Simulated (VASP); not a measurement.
S: single point with HSE06

The system is S.

```xyz
6
Lattice="5.3612 3.0953 1.3949 -5.3612 3.0953 1.3949 0.0000 -6.1906 1.3949" Properties=species:S:1:pos:R:3 pbc="T T T"
S     0.5717   -4.4100    1.8385
S     3.5333    2.7001    1.8385
S    -4.1050    1.7099    1.8385
S    -0.5717    4.4100    2.3463
S    -3.5333   -2.7001    2.3463
S     4.1050   -1.7099    2.3463
```

```yaml
Program: VASP 6.6.1
Task: single point
Functional: HSE06
Potentials_or_basis: VASP PAW PBE potentials, release 64 (S)
Cutoff: 520 eV
k_mesh: 3 × 3 × 3
Occupations: gaussian, width 0.01 eV
Spin: no spin polarisation
```

- Pressure: -0.6 GPa
- Largest force: 0.551 eV/Å
- Band gap on the k mesh: 3.33 eV

Forces in eV/Å, atoms in the order of the input:
```
S   -0.139 -0.420 -0.329
S    0.433  0.090 -0.329
S   -0.294  0.330 -0.329
S    0.139  0.420  0.329
S   -0.433 -0.090  0.329
S    0.294 -0.330  0.329
```

Stress tensor (GPa, compression positive):
```
-1.27  0.00  0.00
 0.00 -1.27  0.00
 0.00  0.00  0.71
```

Levels at points of the mesh, in eV from the valence-band top:
| k point | band 16 | band 17 | band 18 | band 19 | band 20 | band 21 |
| --- | --- | --- | --- | --- | --- | --- |
| (0.00, 0.00, 0.00) | -0.86 | -0.76 | -0.76 | 3.57 | 3.57 | 4.73 |

It took 26 min on 1 thread of AMD EPYC 7R43 64-Core Processor (Zen 3), on a shared host, peak memory 0.36 GiB.

Caveat: the k points lie up to 0.55 Å⁻¹ apart; this functional lacks dispersion, which holds the molecules together, so the pressure and a relaxed volume are unreliable; the PAW data sets were made with another functional, which shifts forces and pressure a little. A k mesh can miss the band edges.
